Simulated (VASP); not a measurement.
A run of VASP 6.6.1:

The input INCAR:

```
SYSTEM = SnO
PREC = Accurate ; ENCUT = 520
EDIFF = 1E-6 ; ISMEAR = -1
SIGMA = 0.02 ; LREAL = .False.
LASPH = .True. ; NELM = 100
ALGO = Normal ; ISIF = 2
LWAVE = .False. ; LCHARG = .False.
GGA = PE ; NBANDS = 28
```

File KPOINTS:

```
Automatic mesh
0
Gamma
  6 6 5
  0 0 0
```

Contents of POSCAR:

```
SnO
1.0
    3.8020000000      0.0000000000      0.0000000000
    0.0000000000      3.8020000000      0.0000000000
    0.0000000000      0.0000000000      4.8360000000
Sn O
2 2
Direct
    0.0000000000      0.5000000000      0.2385000000
    0.5000000000      0.0000000000      0.7615000000
    0.0000000000      0.0000000000      0.0000000000
    0.5000000000      0.5000000000      0.0000000000
```

Potentials or basis: VASP PAW PBE potentials, release 64 (Sn_d, O).

Run with:

```bash
$ cat potpaw_PBE.64/Sn_d/POTCAR potpaw_PBE.64/O/POTCAR > POTCAR
$ mpirun -np 1 vasp_std > vasp.out
```

Hardware: 1 thread of Intel Xeon 8259CL (shared host).

Task: Estimate the wall time of this run.

Result: It took 70 s on 1 thread of Intel Xeon 8259CL (shared host), peak memory 0.2 GiB. Counts: scf iterations 14, k points 30.
